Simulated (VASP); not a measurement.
Here is a VASP 6.6.1 calculation.

INCAR

```
  ALGO = Normal
  EDIFF = 1E-6
  ENCUT = 520
  GGA = CA
  ISIF = 2
  ISMEAR = -1
  ISPIN = 2
  LASPH = True
  LCHARG = False
  LMAXMIX = 4
  LORBIT = 11
  LREAL = False
  LWAVE = False
  MAGMOM = 4 4 0 0
  NBANDS = 31
  NELM = 150
  PREC = Accurate
  SIGMA = 0.05
```

KPOINTS

```
k-points
0
Gamma
  8 8 4
```

The input POSCAR:

```
MnS
1.0
    4.0311177254      0.0000000000      0.0000000000
   -2.0155588628      3.4910503559      0.0000000000
    0.0000000000      0.0000000000      6.4669237522
Mn S
2 2
Direct
    0.6666666667      0.3333333333      0.4988446700
    0.3333333333      0.6666666667      0.9988446700
    0.3333333333      0.6666666667      0.6261543000
    0.6666666667      0.3333333333      0.1261543000
```

Potentials or basis: VASP PAW LDA potentials, release 64 (Mn_pv, S).

Command:

```console
$ cat potpaw_LDA.64/Mn_pv/POTCAR potpaw_LDA.64/S/POTCAR > POTCAR
$ mpirun -np 1 vasp_std > vasp.out
```

(1) Predict the largest force.

(2) Predict the site moments.

(3) What does it give for the net moment?

(4) What does it give for the pressure?

## Answers

(1) 0.198 eV/Å.

(2) Mn +4.27; S +0.10 μB.

(3) 9.79 μB per cell.

(4) -6.5 GPa.

Caveat: the cell stands under tension; only a ferromagnetic start was run, and an antiferromagnetic order may lie lower in energy.
